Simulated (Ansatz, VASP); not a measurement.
# La in VASP and in Ansatz

```xyz
4
Lattice="3.5996 0.0000 0.0000 -1.7998 3.1174 0.0000 0.0000 0.0000 11.5524" Properties=species:S:1:pos:R:3 pbc="T T T"
La   -1.7998    3.1174    0.0000
La    1.7998    3.1174    5.7762
La    0.0000    2.0782    8.6643
La    1.7998    1.0391    2.8881
```

Alike in both runs: task single point; functional LDA; k mesh 10 × 10 × 3; occupations fermi-dirac, width 0.6 eV; no spin polarisation.

```csv
,VASP,Ansatz
version,VASP 6.6.1,Ansatz 0.2.0
potentials or method,"VASP PAW LDA potentials, release 64 (La), cutoff 520 eV","plane waves (420 eV) with PAW, scalar-relativistic"
valence electrons in the cell,44,44
```

Ansatz gave:

- pressure (GPa): 4.0
- traceless stress, the component that is largest in VASP (GPa): 0.49

**Question.** What did VASP give for the same quantities?

**Answer.** Pressure (GPa): 2.9; traceless stress, the component that is largest in VASP (GPa): 0.56.

Ansatz warns that its potentials were made for another functional, while VASP's fit it. LDA's correlation is that of Perdew and Zunger in VASP and of Perdew and Wang (1992) in Ansatz.

Spin-orbit coupling is off throughout.
